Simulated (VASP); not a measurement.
Input of a VASP 6.6.1 run:

The input INCAR:

```
  PREC = Accurate
  ENCUT = 500
  EDIFF = 1E-6
  ISMEAR = -1
  SIGMA = 0.1
  LREAL = F
  LASPH = T
  NELM = 200
  ALGO = Normal
  ISIF = 2
  LWAVE = F
  LCHARG = F
  GGA = PE
  NBANDS = 32
  GGA_COMPAT = F
  LMAXMIX = 6
```

The input KPOINTS:

```
Automatic mesh
0
Gamma
  9 9 9
```

File POSCAR:

```
LaIr2Pd2
1.0
    0.0000000000      4.2918560000      0.0000000000
    4.2918560000      0.0000000000      0.0000000000
    2.1459280000      2.1459280000     -4.9487520000
La Pd Ir
1 2 2
Direct
    0.0000000000      0.0000000000      0.0000000000
    0.7500000000      0.2500000000      0.5000000000
    0.2500000000      0.7500000000      0.5000000000
    0.3750000000      0.3750000000      0.2500000000
    0.6250000000      0.6250000000      0.7500000000
```

Potentials or basis: VASP PAW PBE potentials, release 64 (La, Pd, Ir).

Command:

```sh
$ cat potpaw_PBE.64/La/POTCAR potpaw_PBE.64/Pd/POTCAR potpaw_PBE.64/Ir/POTCAR > POTCAR
$ mpirun -np 1 vasp_std > vasp.out
```

What does it give for the band gap on the k mesh?

Zero (an odd number of electrons rules out a gap without spin polarisation).

Estimate the largest force.

3.387 eV/Å.

What does it give for the pressure?

18.5 GPa.

Forces on the atoms (eV/Å):
```
La   0.000  0.000  0.000
Pd   0.000  0.000  0.000
Pd   0.000  0.000  0.000
Ir   0.000  0.000  3.387
Ir   0.000  0.000 -3.387
```

Caveat: the cell stands under pressure; spin-orbit coupling is left out, which moves the levels of the heavy elements; forces of over 1 eV/Å act on the atoms, so gaps and moduli don't describe the material at rest.
